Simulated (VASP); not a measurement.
Here is a VASP 6.6.1 calculation.

The input INCAR:

```
SYSTEM = BN
PREC = Accurate
ENCUT = 520
EDIFF = 1E-6
ISMEAR = 0
SIGMA = 0.05
LREAL = .FALSE.
LASPH = .TRUE.
NELM = 80
ALGO = Normal
ISIF = 2
LWAVE = .FALSE.
LCHARG = .FALSE.
GGA = CA
NBANDS = 11
```

File KPOINTS:

```
regular mesh
0
G
  12 12 12
  0 0 0
```

The input POSCAR:

```
BN
1.0
    0.0000000000      1.9139256747      1.6268368235
    1.9139256747      0.0000000000      1.6268368235
    1.9139256747      1.9139256747      0.0000000000
B N
1 1
Direct
    0.0000000000      0.0000000000      0.0000000000
    0.7500000000      0.7500000000      0.7500000000
```

Potentials or basis: VASP PAW LDA potentials, release 64 (B, N).

Launch:

```console
$ cat potpaw_LDA.64/B/POTCAR potpaw_LDA.64/N/POTCAR > POTCAR
$ mpirun -np 1 vasp_std > vasp.out
```

Q: Estimate the band gap on the k mesh.

A: 1.95 eV, indirect (least direct gap 7.29 eV).

Q: Predict the pressure.

A: -14.0 GPa.

Stress tensor (GPa, compression positive):
```
-40.10   0.00   0.00
  0.00 -40.10   0.00
  0.00   0.00  38.09
```

 A k mesh can miss the band edges.
